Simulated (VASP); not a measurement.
# Hf (Im-3m) in VASP: a series of runs

Runs on Hf. Level: PBE. Tasks: single point, relaxation of cell and atoms.

All numbers are computed with VASP 6.6.1; they aren't measurements. Logs are shortened: lines on timing, memory, paths and dates and some standing lists are left out, and cuts for length are marked.

## (1) The cell of the first run

Symmetry: Im-3m, No. 229, cubic system. The conventional cell has a = 3.361 Å, b = 3.361 Å, c = 3.361 Å, α = 90.00°, β = 90.00°, γ = 90.00°. Hf (site symmetry m-3m) has 14 Hf at 2.91 to 3.36 Å within 3.8 Å.

This isn't the form of Hf at room conditions, which is hcp.

## (2) Single point, PBE (18.98 Å³/atom)

Contents of INCAR:

```
ALGO = Normal ; EDIFF = 1E-6
ENCUT = 520 ; GGA = PE
ISIF = 2 ; ISMEAR = -1
LASPH = T ; LCHARG = F
LREAL = F ; LWAVE = F
NBANDS = 11 ; NELM = 100
PREC = Accurate ; SIGMA = 0.08
```

Contents of KPOINTS:

```
k-points
0
Gamma
  17 17 17
```

Contents of POSCAR:

```
Hf
1.0
   -1.6804928442      1.6804928442      1.6804928442
    1.6804928442     -1.6804928442      1.6804928442
    1.6804928442      1.6804928442     -1.6804928442
Hf
1
Direct
    0.0000000000      0.0000000000      0.0000000000
```

Potentials or basis: VASP PAW PBE potentials, release 64 (Hf_pv).

The run is started by

```bash
$ cat potpaw_PBE.64/Hf_pv/POTCAR > POTCAR
$ mpirun -np 1 vasp_std > vasp.out
```

OUTCAR:

```text
EDIFF = 1E-6
   ENCUT = 520
   GGA = PE
   ISIF = 2
   ISMEAR = -1
   LASPH = T
   LREAL = F
   NELM = 100
   PREC = Accurate

 ion  position               nearest neighbor table
   1  0.000  0.000  0.000-

  LATTYP: Found a body centered cubic cell.
 ALAT       =     3.3609856884

  Lattice vectors:

 A1 = (  -1.6804928442,   1.6804928442,   1.6804928442)
 A2 = (   1.6804928442,  -1.6804928442,   1.6804928442)
 A3 = (   1.6804928442,   1.6804928442,  -1.6804928442)

Analysis of symmetry for initial positions (statically):
=====================================================================
 Subroutine PRICEL returns:
 Original cell was already a primitive cell.

 Routine SETGRP: Setting up the symmetry group for a
 body centered cubic supercell.

 Subroutine GETGRP returns: Found 48 space group operations
 (whereof 48 operations were pure point group operations)
 out of a pool of 48 trial point group operations.

The static configuration has the point symmetry O_h .

Analysis of symmetry for dynamics (positions and initial velocities):
=====================================================================
 Subroutine PRICEL returns:
 Original cell was already a primitive cell.

 Routine SETGRP: Setting up the symmetry group for a
 body centered cubic supercell.

 Subroutine GETGRP returns: Found 48 space group operations
 (whereof 48 operations were pure point group operations)
 out of a pool of 48 trial point group operations.

The dynamic configuration has the point symmetry O_h .

 Subroutine INISYM returns: Found 48 space group operations
 (whereof 48 operations are pure point group operations),
 and found     1 'primitive' translations

----------------------------------------------------------------------------------------

                                     Primitive cell

  volume of cell :      18.9832

  direct lattice vectors                    reciprocal lattice vectors
    -1.680492844  1.680492844  1.680492844     0.000000000  0.297531764  0.297531764
     1.680492844 -1.680492844  1.680492844     0.297531764  0.000000000  0.297531764
     1.680492844  1.680492844 -1.680492844     0.297531764  0.297531764  0.000000000

  length of vectors
     2.910698988  2.910698988  2.910698988     0.420773456  0.420773456  0.420773456

  position of ions in fractional coordinates (direct lattice)
     0.000000000  0.000000000  0.000000000

  ion indices of the primitive-cell ions
   primitive index   ion index
                 1           1

----------------------------------------------------------------------------------------

 KPOINTS: k-points

Automatic generation of k-mesh.
 Grid dimensions read from file:
 generate k-points for:   17   17   17

 Generating k-lattice:

  Cartesian coordinates                     Fractional coordinates (reciprocal lattice)
     0.000000000  0.017501868  0.017501868     0.058823529  0.000000000  0.000000000
     0.017501868  0.000000000  0.017501868     0.000000000  0.058823529  0.000000000
     0.017501868  0.017501868  0.000000000     0.000000000  0.000000000  0.058823529

  Length of vectors
     0.024751380  0.024751380  0.024751380

  Shift w.r.t. Gamma in fractional coordinates (k-lattice)
     0.000000000  0.000000000  0.000000000

 Subroutine IBZKPT returns following result:
 ===========================================

 Found    165 irreducible k-points:

 Following reciprocal coordinates:
            Coordinates               Weight
  0.000000  0.000000  0.000000      1.000000
  0.058824  0.000000  0.000000     12.000000
  0.117647  0.000000  0.000000     12.000000
  0.176471  0.000000  0.000000     12.000000
  0.235294  0.000000  0.000000     12.000000
  0.294118  0.000000  0.000000     12.000000
[... 16 lines left out ...]
  0.411765  0.117647  0.000000     48.000000
  0.176471  0.176471  0.000000     24.000000
 [... further k-points ...]
   k-points           NKPTS =    165   k-points in BZ     NKDIM =    165   number of bands    NBANDS=     11
   number of dos      NEDOS =    301   number of ions     NIONS =      1
   total plane-waves  NPLWV =  13824
   dimension x,y,z NGX =    24 NGY =   24 NGZ =   24
   dimension x,y,z NGXF=    48 NGYF=   48 NGZF=   48
   ions per type =               1
   NGX,Y,Z   is equivalent  to a cutoff of  13.71, 13.71, 13.71 a.u.
   NGXF,Y,Z  is equivalent  to a cutoff of  27.42, 27.42, 27.42 a.u.
 SYSTEM =  unknown system
   PREC   = accura    normal or accurate (medium, high low for compatibility)
   ISTART =      0    job   : 0-new  1-cont  2-samecut
   ICHARG =      2    charge: 1-file 2-atom 10-const
   ISPIN  =      1    spin polarized calculation?
   LNONCOLLINEAR =      F non collinear calculations
   LSORBIT =      F    spin-orbit coupling
   LASPH  =      T    aspherical Exc in radial PAW
   ENCUT  =  520.0 eV  38.22 Ry    6.18 a.u.   5.41  5.41  5.41*2*pi/ulx,y,z
   NELM   =    100;   NELMIN=  2; NELMDL= -5     # of ELM steps
   EDIFF  = 0.1E-05   stopping-criterion for ELM
   LREAL  =      F    real-space projection
   EDIFFG = 0.1E-04   stopping-criterion for IOM
   NSW    =      0    number of steps for IOM
   IBRION =     -1    ionic relax: 0-MD 1-quasi-New 2-CG
   NFREE  =      0    steps in history (QN), initial steepest desc. (CG)
   ISIF   =      2    stress and relaxation
   ISYM   =      2    0-nonsym 1-usesym 2-fastsym
   POTIM  = 0.5000    time-step for ionic-motion
   TEBEG  =    0.0;   TEEND  =   0.0 temperature during run
   PSTRESS=    0.0 pullay stress
   NELECT =      10.0000    total number of electrons
   NUPDOWN=      -1.0000    fix difference up-down
   EMIN   =  10.00;   EMAX   =-10.00  energy-range for DOS
   EFERMI =   0.00;   METHOD = LEGACY
   ISMEAR =    -1;   SIGMA  =   0.08  broadening in eV -4-tet -1-fermi 0-gaus
   EFERMI_NEDOS =   21; number of points for ismear=-14 and -15
   IALGO  =     38    algorithm
   IMIX   =      4    mixing-type and parameters
     AMIX     =   0.40;   BMIX     =  1.00
     AMIX_MAG =   1.60;   BMIX_MAG =  1.00
  volume/ion in A,a.u.               =      18.98       128.11
  Fermi-wavevector in a.u.,A,eV,Ry     =   1.322162  2.498525 23.784530  1.748114
  Thomas-Fermi vector in A             =   2.451864
   LORBIT       =      0    0 simple, 1 ext, 2 COOP (PROOUT), +10 PAW based schemes
   GGA     = PE    functional components
   LHFCALC =     F    Hartree Fock is set to
   AEXX    =    0.0000 exact exchange contribution
   IVDW    =     0    specifies the selected vdW correction
   LEPSILON=     F    determine dielectric tensor
   LRPA    =     F    only Hartree local field effects (RPA)
 non-spin polarized calculation
  energy-cutoff  :      520.00
  volume of cell :       18.98
 maximum number of plane-waves:       531
 NGX is ok and might be reduce to    24
   NGX = 11   NGY = 11   NGZ = 11

 number of electron      10.0000000 magnetization

 number of electron       9.9999999 magnetization

 Free energy of the ion-electron system (eV)
  ---------------------------------------------------
  ext. energy  EPLUGINS =         0.00000000
  ---------------------------------------------------
  free energy    TOTEN  =        -9.57480246 eV

  energy without entropy =       -9.54358463  energy(sigma->0) =       -9.55919355

 E-fermi :   5.7396     XC(G=0): -12.0517

 val. band max:        5.7275541108   @ k =  -0.3529   0.3529   0.1176
 cond. band min:       5.7473573214   @ k =   0.2941   0.1765   0.1765
 fundamental gap:      0.0198032106
 Fermi energy:         5.7395777109

 k-point     1 :       0.0000    0.0000    0.0000
  band No.  band energies     occupation
      1     -23.4398      2.00000
      2     -23.4398      2.00000
      3     -23.4398      2.00000
      4      -1.7875      2.00000
      5       7.3855      0.00000
      6       7.3855      0.00000
      7       7.3855      0.00000
      8      10.6640      0.00000
      9      10.6640      0.00000
     10      19.6027      0.00000
     11      19.8407      0.00000

 k-point     2 :       0.0588    0.0000    0.0000
  band No.  band energies     occupation
      1     -23.4922      2.00000
      2     -23.4553      2.00000
      3     -23.4403      2.00000
      4      -1.6298      2.00000
      5       7.2703      0.00000
      6       7.3435      0.00000
      7       7.5410      0.00000
      8      10.4630      0.00000
      9      10.6583      0.00000
     10      19.6026      0.00000
     11      20.0020      0.00000

 k-point     3 :       0.1176    0.0000    0.0000
  band No.  band energies     occupation
      1     -23.6399      2.00000
      2     -23.4993      2.00000
      3     -23.4415      2.00000
      4      -1.1762      2.00000
      5       6.9600      0.00000
      6       7.1670      0.00000
      7       8.0027      0.00000
      8      10.0906      0.00000
      9      10.6557      0.00000
     10      19.6021      0.00000
     11      20.4151      0.00000

 k-point     4 :       0.1765    0.0000    0.0000
  band No.  band energies     occupation
      1     -23.8572      2.00000
      2     -23.5652      2.00000
      3     -23.4434      2.00000
      4      -0.4876      2.00000
      5       6.5349      0.00010
      6       6.7964      0.00000
      7       8.7555      0.00000
      8       9.9157      0.00000
      9      10.6895      0.00000
     10      19.6008      0.00000
     11      20.8013      0.00000
[... 239 lines left out ...]
 k-point    22 :       0.3529    0.1176    0.0000
  band No.  band energies     occupation
      1     -24.6950      2.00000
      2     -23.9022      2.00000
      3     -23.5184      2.00000
      4       2.2418      2.00000
      5       5.0967      1.99935
      6       6.4483      0.00028
      7      10.3944      0.00000
      8      11.7621      0.00000
      9      14.2734      0.00000
     10      18.0789      0.00000
     11      19.0064      0.00000

 k-point    23 :       0.4118    0.1176    0.0000
  band No.  band energies     occupation
      1     -24.7643      2.00000
      2     -23.9381      2.00000
      3     -23.5201      2.00000
      4       2.2814      2.00000
      5       4.9993      1.99981
      6       6.9180      0.00000
      7      10.3836      0.00000
      8      11.9664      0.00000
      9      15.2256      0.00000
     10      17.5470      0.00000
     11      18.2412      0.00000

 k-point    24 :       0.1765    0.1765    0.0000
  band No.  band energies     occupation
      1     -24.3451      2.00000
      2     -23.7369      2.00000
      3     -23.5340      2.00000
      4       1.5001      2.00000
      5       5.5078      1.89538
      6       5.8707      0.32531
      7       9.6432      0.00000
      8      11.4886      0.00000
      9      11.5808      0.00000
     10      19.5780      0.00000
     11      20.2034      0.00000

 [... further k-points ...]

------------------------ aborting loop because EDIFF is reached ----------------------------------------

  FORCE on cell =-STRESS in cart. coord.  units (eV):
  Direction    XX          YY          ZZ          XY          YZ          ZX
  --------------------------------------------------------------------------------------
  -------------------------------------------------------------------------------------
  Total        2.4283017      2.4283017      2.4283017      0.0000000      0.0000000      0.0000000
  in kB      204.9477847    204.9477847    204.9477847      0.0000000      0.0000000      0.0000000
  external PRESSURE =     204.9477847 kB  Pullay stress =       0.0000000 kB

 VOLUME and BASIS-vectors are now :
 -----------------------------------------------------------------------------
  energy-cutoff  :      520.00
  volume of cell :       18.98
      direct lattice vectors                 reciprocal lattice vectors
    -1.680492844  1.680492844  1.680492844     0.000000000  0.297531764  0.297531764
     1.680492844 -1.680492844  1.680492844     0.297531764  0.000000000  0.297531764
     1.680492844  1.680492844 -1.680492844     0.297531764  0.297531764  0.000000000

 POSITION                                       TOTAL-FORCE (eV/Angst)
 -----------------------------------------------------------------------------------
      0.00000      0.00000      0.00000         0.000000     -0.000000     -0.000000
 -----------------------------------------------------------------------------------
    total drift:                                0.000000      0.000000     -0.000000

  FREE ENERGIE OF THE ION-ELECTRON SYSTEM (eV)
  ---------------------------------------------------
  free  energy   TOTEN  =        -9.5748024620 eV

  energy  without entropy=       -9.5435846346  energy(sigma->0) =       -9.55919355
```

Run time: 22 s. Hardware: 1 thread of Intel Xeon 8259CL, shared host; peak memory 0.16 GiB.

Results:

```
Free energy            : -9.5748 eV
Pressure               : 20.5 GPa
Band gap on the k mesh : zero (bands 5 and 6 overlap by 2.52 eV)
```

Caveat: the cell stands under pressure; spin-orbit coupling is left out, which moves the levels of the heavy elements.

## (3) Single point, PBE (21.22 Å³/atom)

This run uses another cell than the first one, of 21.22 Å³/atom.

Contents of INCAR:

```
  PREC = Accurate
  ENCUT = 520
  EDIFF = 1E-6
  ISMEAR = -1
  SIGMA = 0.08
  LREAL = False
  LASPH = True
  NELM = 100
  ALGO = Normal
  ISIF = 2
  LWAVE = False
  LCHARG = True
  GGA = PE
  LELF = True
  LVHAR = True
  NBANDS = 11
```

Contents of KPOINTS:

```
Automatic mesh
0
Gamma
  17 17 17
```

Contents of POSCAR:

```
Hf
1.0
   -1.7439668578      1.7439668578      1.7439668578
    1.7439668578     -1.7439668578      1.7439668578
    1.7439668578      1.7439668578     -1.7439668578
Hf
1
Direct
    0.0000000000      0.0000000000      0.0000000000
```

Potentials or basis: VASP PAW PBE potentials, release 64 (Hf_pv).

The run is started by

```bash
$ cat potpaw_PBE.64/Hf_pv/POTCAR > POTCAR
$ mpirun -np 1 vasp_std > vasp.out
```

Wall time 22 s (1 thread of Intel Xeon 8259CL, shared host); peak memory 0.17 GiB.

The run converged. Its results:

```yaml
Free_energy: -9.7466 eV
Pressure: 5.2 GPa
Band_gap_on_the_k_mesh: zero (bands 5 and 6 overlap by 2.31 eV)
```

Levels at points of the mesh, in eV from the Fermi level:
```
           k point  band 2  band 3  band 4  band 5  band 6  band 7  band 8  band 9
(0.00, 0.00, 0.00)  -29.61  -29.61   -7.20    1.58    1.58    1.58    4.52    4.52
```

Caveat: the cell stands under pressure; spin-orbit coupling is left out, which moves the levels of the heavy elements.

## (4) Single point, PBE

This run uses another cell than the first one, of 22.33 Å³/atom.

Contents of INCAR:

```
  PREC = Accurate
  ENCUT = 520
  EDIFF = 1E-6
  ISMEAR = -1
  SIGMA = 0.08
  LREAL = False
  LASPH = True
  NELM = 80
  ALGO = Normal
  ISIF = 2
  LWAVE = False
  LCHARG = False
  GGA = PE
  NBANDS = 11
```

KPOINTS is that of step 3.

Contents of POSCAR:

```
Hf
1.0
   -1.7740411620      1.7740411620      1.7740411620
    1.7740411620     -1.7740411620      1.7740411620
    1.7740411620      1.7740411620     -1.7740411620
Hf
1
Direct
    0.0000000000      0.0000000000      0.0000000000
```

The run is started by

```bash
$ cat potpaw_PBE.64/Hf_pv/POTCAR > POTCAR
$ mpirun -np 1 vasp_std > vasp.out
```

Wall time 23 s (1 thread of Intel Xeon 8259CL, shared host); peak memory 0.17 GiB.

The run converged. Its results:

* Free energy: -9.7631 eV
* Pressure: -0.3 GPa
* Band gap on the k mesh: zero (bands 5 and 6 overlap by 2.24 eV)

Levels at points of the mesh, in eV from the Fermi level:
```tsv
k point	band 3	band 4	band 5	band 6	band 7	band 8
(0.00, 0.00, 0.00)	-29.82	-7.04	1.54	1.54	1.54	4.32
```

Caveat: spin-orbit coupling is left out, which moves the levels of the heavy elements.

## (5) Relaxation of cell and atoms, PBE

This run uses another cell than the first one, of 22.56 Å³/atom.

Contents of INCAR:

```
  PREC = Accurate
  ENCUT = 600
  EDIFF = 1E-6
  ISMEAR = -1
  SIGMA = 0.08
  LREAL = F
  LASPH = T
  NELM = 100
  ALGO = Normal
  ISIF = 3
  LWAVE = F
  LCHARG = F
  GGA = PE
  IBRION = 2
  NSW = 60
  EDIFFG = -0.005
```

Contents of KPOINTS:

```
regular mesh
0
Gamma
  17 17 17
```

Contents of POSCAR:

```
Hf
1.0
   -1.7800523908      1.7800523908      1.7800523908
    1.7800523908     -1.7800523908      1.7800523908
    1.7800523908      1.7800523908     -1.7800523908
Hf
1
Direct
    0.0000000000      0.0000000000      0.0000000000
```

The run is started by

```bash
$ cat potpaw_PBE.64/Hf_pv/POTCAR > POTCAR
$ mpirun -np 1 vasp_std > vasp.out
```

It took 87 s on 1 thread of Intel Xeon 8259CL, shared host; peak memory 0.2 GiB.

The run converged. Its results:

* Free energy: -9.7633 eV
* Relaxed volume: 22.26 Å³/atom
* Relaxed cell: a = 3.069 Å, b = 3.069 Å, c = 3.069 Å, α = 109.47°, β = 109.47°, γ = 109.47°
* Space group after relaxing (to 0.1 Å): Im-3m (No. 229)
* Energy gained by relaxing: 1.3 meV/atom
* Ionic steps: 3
* Pressure after relaxing: 0.0 GPa
* Band gap on the k mesh: zero (bands 5 and 6 overlap by 2.24 eV)

Step by step:
```tsv
step	energy change (eV)	largest force (eV/Å)	pressure (GPa)	volume (Å³)
1	0.0000	0.0000	-1.34	22.56
2	0.0000	0.0000	1.44	21.95
3	-0.0013	0.0000	0.00	22.26
```

Final structure:
```yaml
crystal:
  lattice:
    - [-1.77197, 1.77197, 1.77197]
    - [1.77197, -1.77197, 1.77197]
    - [1.77197, 1.77197, -1.77197]
  atoms:
    - { symbol: Hf, position: [0.00000, 0.00000, 0.00000] }
```

Levels at points of the mesh, in eV from the Fermi level:
```
           k point  band 3  band 4  band 5  band 6  band 7  band 8
(0.00, 0.00, 0.00)  -29.81   -7.05    1.54    1.54    1.54    4.33
```

Caveat: spin-orbit coupling is left out, which moves the levels of the heavy elements.

## (6) Summary

| task | cell | cutoff (eV) | gap on the mesh (eV) | pressure (GPa) |
| --- | --- | --- | --- | --- |
| single point | a = 2.911 Å, angles 109.5°, 1 atom | 520 | none | 20.5 |
| single point | a = 3.021 Å, angles 109.5°, 1 atom | 520 | none | 5.2 |
| single point | a = 3.073 Å, angles 109.5°, 1 atom | 520 | none | -0.3 |
| relaxation of cell and atoms | relaxed from a = 3.083 Å, angles 109.5°, 1 atom | 600 | none | 0.0 |

Alike in all rows: level PBE; potentials or basis VASP PAW PBE potentials, release 64 (Hf_pv); no spin polarisation; k mesh 17 × 17 × 17; smearing fermi-dirac 0.08 eV.

Caveats: spin-orbit coupling is left out, which moves the levels of the heavy elements; the cell stands under pressure (at least some runs).

Absolute energies hang on the potentials; compare differences alone.
